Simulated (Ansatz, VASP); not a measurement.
**Two plane-wave programs on Zr**

The input INCAR:

```
PREC = Accurate
ENCUT = 400
EDIFF = 1E-6
ISMEAR = 1
SIGMA = 0.1
LREAL = F
LASPH = T
NELM = 120
ALGO = Normal
ISIF = 2
LWAVE = F
LCHARG = T
LDIPOL = T
IDIPOL = 3
DIPOL = 0.5 0.5 0.444
GGA = PE
IVDW = 12
LELF = T
LVHAR = T
LVACPOTAV = T
NBANDS = 32
GGA_COMPAT = F
NELMDL = -8
```

KPOINTS

```
regular mesh
0
Gamma
  21 21 1
```

File POSCAR:

```
Zr
1.0
    3.0912339410      0.0000000000      0.0000000000
   -1.5456169705      2.6770871220      0.0000000000
    0.0000000000      0.0000000000     24.5566695434
Zr
4
Direct
    0.6666666667      0.3333333333      0.2850549415
    0.3333333333      0.6666666667      0.3869746749
    0.6666666667      0.3333333333      0.4946198625
    0.3333333333      0.6666666667      0.6102481598
```

Input for Ansatz:

```yaml
crystal:
  lattice:
    - [3.091233941, 0.0, 0.0]
    - [-1.5456169705, 2.677087122, 0.0]
    - [0.0, 0.0, 24.5566695434]
  atoms:
    - { symbol: Zr, position: [0.6666666667, 0.3333333333, 0.2850549415] }
    - { symbol: Zr, position: [0.3333333333, 0.6666666667, 0.3869746749] }
    - { symbol: Zr, position: [0.6666666667, 0.3333333333, 0.4946198625] }
    - { symbol: Zr, position: [0.3333333333, 0.6666666667, 0.6102481598] }
basis:
  ecutwfc: 420
kpoints:
  mp_grid: { grid: [21, 21, 1] }
hamiltonian:
  xc: pbe
  dispersion: d3bj
scf:
  occupations: { method: methfessel_paxton, width: 0.1 }
  n_extra_bands: 7
  max_iter: 160
output:
  forces: true
  eigenvalues: true
efield:
  axis: 3
  dipole_correction: true
```

Alike in both runs: task single point; functional PBE; dispersion D3(BJ); k mesh 21 × 21 × 1; occupations methfessel-paxton of order 1, width 0.1 eV; no spin polarisation.

```csv
,VASP,Ansatz
version,VASP 6.6.1,Ansatz 0.2.0
potentials or method,"VASP PAW PBE potentials, release 64 (Zr_sv), cutoff 400 eV","scalar-relativistic, plane waves, PAW"
valence electrons in the cell,48,48
```

```tsv
	VASP	Ansatz	Ansatz less VASP
gap on the k mesh at the Fermi level (eV)	none	none	-
rms of the force components (eV/Å)	0.214	0.214	0.0000
```

Atom by atom the forces differ by 0.001 eV/Å (rms over components). A gap of «none» marks a metal or a gap that the smearing closes.
